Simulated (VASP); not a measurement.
# SiO2 (P6_422) in VASP: relaxation of the atoms with LDA

Aim: the relaxation of the atoms of SiO2 with LDA.

Program: VASP 6.6.1. These are calculated values, not measurements. Logs are shortened: lines on timing, memory, paths and dates and some standing lists are left out, and cuts for length are marked.

**1. The cell of the first run**

It takes space group P6_422 (No. 181, hexagonal). The conventional cell has a = 5.039 Å, b = 5.039 Å, c = 5.414 Å, α = 90.00°, β = 90.00°, γ = 120.00°. Within 2.1 Å of Si (site symmetry 222) lie 4 O at 1.59 Å. Within 2.1 Å of O (site symmetry 2) lie 2 Si at 1.59 Å.

**2. Relaxation of the atoms, LDA (strain along c alone, the other axes held: -2.0 %)**

File INCAR:

```
PREC = Accurate ; ENCUT = 520
EDIFF = 1E-6 ; ISMEAR = 0
SIGMA = 0.02 ; LREAL = False
LASPH = True ; NELM = 60
ALGO = Normal ; ISIF = 2
LWAVE = False ; LCHARG = False
GGA = CA ; IBRION = 2
NSW = 60 ; EDIFFG = -0.008
```

File KPOINTS:

```
Automatic mesh
0
Gamma
  6 6 4
```

File POSCAR:

```
SiO2
1.0
    5.0386983975      0.0000000000      0.0000000000
   -2.5193491987      4.3636408142      0.0000000000
    0.0000000000      0.0000000000      5.4143578774
Si O
3 6
Direct
    0.0000000000      0.5000000000      0.3333333333
    0.5000000000      0.5000000000      0.6666666667
    0.5000000000      0.0000000000      0.0000000000
    0.5858995684      0.7929497842      0.8333333333
    0.7929497842      0.5858995684      0.5000000000
    0.7929497842      0.2070502158      0.1666666667
    0.4141004316      0.2070502158      0.8333333333
    0.2070502158      0.4141004316      0.5000000000
    0.2070502158      0.7929497842      0.1666666667
```

Potentials or basis: VASP PAW LDA potentials, release 64 (Si, O).

Command:

```
$ cat potpaw_LDA.64/Si/POTCAR potpaw_LDA.64/O/POTCAR > POTCAR
$ mpirun -np 1 vasp_std > vasp.out
```

OUTCAR:

```text
PREC = Accurate
   ENCUT = 520
   EDIFF = 1E-6
   ISMEAR = 0
   LREAL = False
   LASPH = True
   NELM = 60
   ISIF = 2
   GGA = CA
   IBRION = 2
   NSW = 60
   EDIFFG = -0.008

 ion  position               nearest neighbor table
   1  0.000  0.500  0.333-   6 1.59   9 1.59   8 1.59   5 1.59   3 3.10   3 3.10   2 3.10   2 3.10

   2  0.500  0.500  0.667-   4 1.59   7 1.59   5 1.59   8 1.59   3 3.10   3 3.10   1 3.10   1 3.10

   3  0.500  0.000  0.000-   4 1.59   7 1.59   6 1.59   9 1.59   2 3.10   2 3.10   1 3.10   1 3.10

   4  0.586  0.793  0.833-   2 1.59   3 1.59
   5  0.793  0.586  0.500-   1 1.59   2 1.59
   6  0.793  0.207  0.167-   1 1.59   3 1.59
   7  0.414  0.207  0.833-   2 1.59   3 1.59
   8  0.207  0.414  0.500-   1 1.59   2 1.59
   9  0.207  0.793  0.167-   1 1.59   3 1.59

  LATTYP: Found a hexagonal cell.
 ALAT       =     5.0386983975
 C/A-ratio  =     1.0745548652

  Lattice vectors:

 A1 = (   5.0386983975,   0.0000000000,   0.0000000000)
 A2 = (  -2.5193491987,   4.3636408142,   0.0000000000)
 A3 = (   0.0000000000,   0.0000000000,   5.4143578774)

Analysis of symmetry for initial positions (statically):
=====================================================================
 Subroutine PRICEL returns:
 Original cell was already a primitive cell.

 Routine SETGRP: Setting up the symmetry group for a
 hexagonal supercell.

 Subroutine GETGRP returns: Found 12 space group operations
 (whereof  4 operations were pure point group operations)
 out of a pool of 24 trial point group operations.

The static configuration has the point symmetry D_2 .
 The point group associated with its full space group is D_6 .

Analysis of symmetry for dynamics (positions and initial velocities):
=====================================================================
 Subroutine PRICEL returns:
 Original cell was already a primitive cell.

 Routine SETGRP: Setting up the symmetry group for a
 hexagonal supercell.

 Subroutine GETGRP returns: Found 12 space group operations
 (whereof  4 operations were pure point group operations)
 out of a pool of 24 trial point group operations.

The dynamic configuration has the point symmetry D_2 .
 The point group associated with its full space group is D_6 .

 Subroutine INISYM returns: Found 12 space group operations
 (whereof  4 operations are pure point group operations),
 and found     1 'primitive' translations

----------------------------------------------------------------------------------------

                                     Primitive cell

  volume of cell :     119.0459

  direct lattice vectors                    reciprocal lattice vectors
     5.038698398  0.000000000  0.000000000     0.198463953  0.114583216  0.000000000
    -2.519349199  4.363640814  0.000000000     0.000000000  0.229166433  0.000000000
     0.000000000  0.000000000  5.414357877     0.000000000  0.000000000  0.184694108

  length of vectors
     5.038698398  5.038698397  5.414357877     0.229166433  0.229166433  0.184694108

  position of ions in fractional coordinates (direct lattice)
     0.000000000  0.500000000  0.333333333
     0.500000000  0.500000000  0.666666667
     0.500000000  0.000000000  0.000000000
     0.585899568  0.792949784  0.833333333
     0.792949784  0.585899568  0.500000000
     0.792949784  0.207050216  0.166666667
     0.414100432  0.207050216  0.833333333
     0.207050216  0.414100432  0.500000000
     0.207050216  0.792949784  0.166666667

  ion indices of the primitive-cell ions
   primitive index   ion index
                 1           1
                 2           2
                 3           3
                 4           4
                 5           5
                 6           6
                 7           7
                 8           8
                 9           9

----------------------------------------------------------------------------------------

 KPOINTS: Automatic mesh

Automatic generation of k-mesh.
 Grid dimensions read from file:
 generate k-points for:    6    6    4

 Generating k-lattice:

  Cartesian coordinates                     Fractional coordinates (reciprocal lattice)
     0.033077325  0.019097203  0.000000000     0.166666667 -0.000000000  0.000000000
     0.000000000  0.038194405  0.000000000     0.000000000  0.166666667  0.000000000
     0.000000000  0.000000000  0.046173527     0.000000000  0.000000000  0.250000000

  Length of vectors
     0.038194405  0.038194405  0.046173527

  Shift w.r.t. Gamma in fractional coordinates (k-lattice)
     0.000000000  0.000000000  0.000000000

 Subroutine IBZKPT returns following result:
 ===========================================

 Found     21 irreducible k-points:

 Following reciprocal coordinates:
            Coordinates               Weight
  0.000000  0.000000  0.000000      1.000000
  0.166667 -0.000000  0.000000      6.000000
  0.333333  0.000000  0.000000      6.000000
  0.500000 -0.000000  0.000000      3.000000
  0.166667  0.166667  0.000000      6.000000
  0.333333  0.166667  0.000000     12.000000
[... 13 lines left out ...]
  0.333333  0.166667  0.500000     12.000000
  0.333333  0.333333  0.500000      2.000000
   k-points           NKPTS =     21   k-points in BZ     NKDIM =     21   number of bands    NBANDS=     29
   number of dos      NEDOS =    301   number of ions     NIONS =      9
   total plane-waves  NPLWV =  64000
   dimension x,y,z NGX =    40 NGY =   40 NGZ =   40
   dimension x,y,z NGXF=    80 NGYF=   80 NGZF=   80
   ions per type =               3   6
   NGX,Y,Z   is equivalent  to a cutoff of  13.20, 13.20, 12.28 a.u.
   NGXF,Y,Z  is equivalent  to a cutoff of  26.40, 26.40, 24.56 a.u.
 SYSTEM =  unknown system
   PREC   = accura    normal or accurate (medium, high low for compatibility)
   ISTART =      0    job   : 0-new  1-cont  2-samecut
   ICHARG =      2    charge: 1-file 2-atom 10-const
   ISPIN  =      1    spin polarized calculation?
   LNONCOLLINEAR =      F non collinear calculations
   LSORBIT =      F    spin-orbit coupling
   LASPH  =      T    aspherical Exc in radial PAW
   ENCUT  =  520.0 eV  38.22 Ry    6.18 a.u.   9.37  9.37 10.07*2*pi/ulx,y,z
   NELM   =     60;   NELMIN=  2; NELMDL= -5     # of ELM steps
   EDIFF  = 0.1E-05   stopping-criterion for ELM
   LREAL  =      F    real-space projection
   EDIFFG = -.8E-02   stopping-criterion for IOM
   NSW    =     60    number of steps for IOM
   IBRION =      2    ionic relax: 0-MD 1-quasi-New 2-CG
   NFREE  =      1    steps in history (QN), initial steepest desc. (CG)
   ISIF   =      2    stress and relaxation
   ISYM   =      2    0-nonsym 1-usesym 2-fastsym
   POTIM  = 0.5000    time-step for ionic-motion
   TEBEG  =    0.0;   TEEND  =   0.0 temperature during run
   PSTRESS=    0.0 pullay stress
   NELECT =      48.0000    total number of electrons
   NUPDOWN=      -1.0000    fix difference up-down
   EMIN   =  10.00;   EMAX   =-10.00  energy-range for DOS
   EFERMI =   0.00;   METHOD = LEGACY
   ISMEAR =     0;   SIGMA  =   0.02  broadening in eV -4-tet -1-fermi 0-gaus
   EFERMI_NEDOS =   21; number of points for ismear=-14 and -15
   IALGO  =     38    algorithm
   IMIX   =      4    mixing-type and parameters
     AMIX     =   0.40;   BMIX     =  1.00
     AMIX_MAG =   1.60;   BMIX_MAG =  1.00
  volume/ion in A,a.u.               =      13.23        89.26
  Fermi-wavevector in a.u.,A,eV,Ry     =   1.209439  2.285507 19.901808  1.462742
  Thomas-Fermi vector in A             =   2.345016
   LORBIT       =      0    0 simple, 1 ext, 2 COOP (PROOUT), +10 PAW based schemes
   GGA     = CA    functional components
   LHFCALC =     F    Hartree Fock is set to
   AEXX    =    0.0000 exact exchange contribution
   IVDW    =     0    specifies the selected vdW correction
   LEPSILON=     F    determine dielectric tensor
   LRPA    =     F    only Hartree local field effects (RPA)
 conjugate gradient relaxation of ions
 non-spin polarized calculation
 Gauss-broadening in eV      SIGMA  =   0.02
  energy-cutoff  :      520.00
  volume of cell :      119.05
 maximum number of plane-waves:      3236
 NGX is ok and might be reduce to    40
   NGX = 19   NGY = 19   NGZ = 21

--------------------------------------- Ionic step        1  -------------------------------------------

 number of electron      47.9999991 magnetization

 Free energy of the ion-electron system (eV)
  ---------------------------------------------------
  ext. energy  EPLUGINS =         0.00000000
  ---------------------------------------------------
  free energy    TOTEN  =       -77.76515767 eV

  energy without entropy =      -77.76515767  energy(sigma->0) =      -77.76515767

------------------------ aborting loop because EDIFF is reached ----------------------------------------

  FORCE on cell =-STRESS in cart. coord.  units (eV):
  Direction    XX          YY          ZZ          XY          YZ          ZX
  --------------------------------------------------------------------------------------
  -------------------------------------------------------------------------------------
  Total        2.7098044      2.7098044      3.7867065      0.0000000      0.0000000     -0.0000000
  in kB       36.4698690     36.4698690     50.9633426      0.0000000      0.0000000     -0.0000000
  external PRESSURE =      41.3010268 kB  Pullay stress =       0.0000000 kB

 VOLUME and BASIS-vectors are now :
 -----------------------------------------------------------------------------
  energy-cutoff  :      520.00
  volume of cell :      119.05
      direct lattice vectors                 reciprocal lattice vectors
     5.038698398  0.000000000  0.000000000     0.198463953  0.114583216  0.000000000
    -2.519349199  4.363640814  0.000000000     0.000000000  0.229166433  0.000000000
     0.000000000  0.000000000  5.414357877     0.000000000  0.000000000  0.184694108
[... 44 lines left out ...]
 POSITION                                       TOTAL-FORCE (eV/Angst)
 -----------------------------------------------------------------------------------
      3.77902      2.18182      1.80479        -0.000000      0.000000      0.000000
      1.25967      2.18182      3.60957        -0.000000      0.000000      0.000000
      2.51935      0.00000      0.00000        -0.000000      0.000000      0.000000
      0.95772      3.46203      4.51196         0.031391      0.018123      0.000000
      2.51935      2.56042      2.70718         0.000000      0.036247      0.000000
      3.47706      0.90161      0.90239         0.031391     -0.018123     -0.000000
      1.56163      0.90161      4.51196        -0.031391     -0.018123      0.000000
      0.00000      1.80322      2.70718        -0.000000     -0.036247      0.000000
     -0.95772      3.46203      0.90239        -0.031391      0.018123     -0.000000
 -----------------------------------------------------------------------------------
    total drift:                                0.000000     -0.000000     -0.000001

  FREE ENERGIE OF THE ION-ELECTRON SYSTEM (eV)
  ---------------------------------------------------
  free  energy   TOTEN  =       -77.7664412870 eV

  energy  without entropy=      -77.7664412870  energy(sigma->0) =      -77.76644129

--------------------------------------- Ionic step        3  -------------------------------------------

 number of electron      47.9999993 magnetization

 Free energy of the ion-electron system (eV)
  ---------------------------------------------------
  ext. energy  EPLUGINS =         0.00000000
  ---------------------------------------------------
  free energy    TOTEN  =       -77.76678080 eV

  energy without entropy =      -77.76678080  energy(sigma->0) =      -77.76678080

 E-fermi :   0.6254     XC(G=0):  -9.4589

 val. band max:        0.5008207842   @ k =   0.5000  -0.0000   0.0000
 cond. band min:       6.0588383162   @ k =   0.0000   0.0000   0.0000
 fundamental gap:      5.5580175320
 Fermi energy:         0.6253985599

 k-point     1 :       0.0000    0.0000    0.0000
  band No.  band energies     occupation
      1     -18.8143      2.00000
      2     -17.2298      2.00000
      3     -17.2298      2.00000
      4     -16.6001      2.00000
      5     -16.5938      2.00000
      6     -16.5938      2.00000
[... 683 lines left out ...]
 POSITION                                       TOTAL-FORCE (eV/Angst)
 -----------------------------------------------------------------------------------
     -1.25967      2.18182      1.80479         0.000000     -0.000000      0.000000
      1.25967      2.18182      3.60957         0.000000     -0.000000      0.000000
      2.51935      0.00000      0.00000         0.000000     -0.000000      0.000000
      0.96085      3.46384      4.51196        -0.003723     -0.002150      0.000000
      2.51935      2.56405      2.70718        -0.000000     -0.004299      0.000000
      3.48020      0.89980      0.90239        -0.003723      0.002150     -0.000000
      1.55849      0.89980      4.51196         0.003723      0.002150     -0.000000
      0.00000      1.79959      2.70718         0.000000      0.004299      0.000000
     -0.96085      3.46384      0.90239         0.003723     -0.002150     -0.000000
 -----------------------------------------------------------------------------------
    total drift:                                0.000000     -0.000000     -0.000001

  FREE ENERGIE OF THE ION-ELECTRON SYSTEM (eV)
  ---------------------------------------------------
  free  energy   TOTEN  =       -77.7667808014 eV

  energy  without entropy=      -77.7667808014  energy(sigma->0) =      -77.76678080

 reached required accuracy - stopping structural energy minimisation
```

Run time: 99 s. Hardware: 1 thread of Intel Xeon Platinum 8259CL at 2.50GHz (Skylake/Cascade Lake), shared host; peak memory 0.22 GiB.

Results:

- Free energy: -77.7668 eV
- Energy gained by relaxing: 0.2 meV/atom
- Ionic steps: 3
- Pressure after relaxing: 3.6 GPa
- Largest force after relaxing: 0.004 eV/Å
- Band gap on the k mesh: 5.56 eV (least direct gap 5.79 eV)

Forces on the atoms (eV/Å):
```
Si   0.000  0.000  0.000
Si   0.000  0.000  0.000
Si   0.000  0.000  0.000
O   -0.004 -0.002  0.000
O    0.000 -0.004  0.000
O   -0.004  0.002  0.000
O    0.004  0.002  0.000
O    0.000  0.004  0.000
O    0.004 -0.002  0.000
```

Stress tensor (GPa, compression positive):
```
3.10 0.00 0.00
0.00 3.10 0.00
0.00 0.00 4.68
```

Step by step:
| step | energy change (eV) | largest force (eV/Å) | pressure (GPa) |
| --- | --- | --- | --- |
| 1 | 0.0000 | 0.0781 | 4.13 |
| 2 | -0.0013 | 0.0362 | 3.87 |
| 3 | -0.0016 | 0.0043 | 3.63 |

Final structure:
```
Si O
1.0
     5.03870    0.00000    0.00000
    -2.51935    4.36364    0.00000
     0.00000    0.00000    5.41436
Si O
3 6
Direct
  0.00000 0.50000 0.33333
  0.50000 0.50000 0.66667
  0.50000 0.00000 0.00000
  0.58759 0.79380 0.83333
  0.79380 0.58759 0.50000
  0.79380 0.20620 0.16667
  0.41241 0.20620 0.83333
  0.20620 0.41241 0.50000
  0.20620 0.79380 0.16667
```

Levels at points of the mesh, in eV from the valence-band top:
| k point | band 22 | band 23 | band 24 | band 25 | band 26 | band 27 |
| --- | --- | --- | --- | --- | --- | --- |
| (0.00, 0.00, 0.00) | -0.51 | -0.51 | -0.23 | 5.56 | 8.82 | 8.82 |
| (0.50, 0.00, 0.00) | -1.01 | -0.35 | 0.00 | 7.58 | 8.47 | 9.43 |
| (0.00, 0.00, 0.50) | -0.25 | -0.02 | -0.02 | 7.43 | 7.43 | 8.29 |
| (0.50, 0.00, 0.50) | -0.74 | -0.67 | -0.40 | 8.68 | 9.08 | 9.27 |

Caveat: the cell differs from its parent crystal (strain along c alone, the other axes held: -2.0 %).
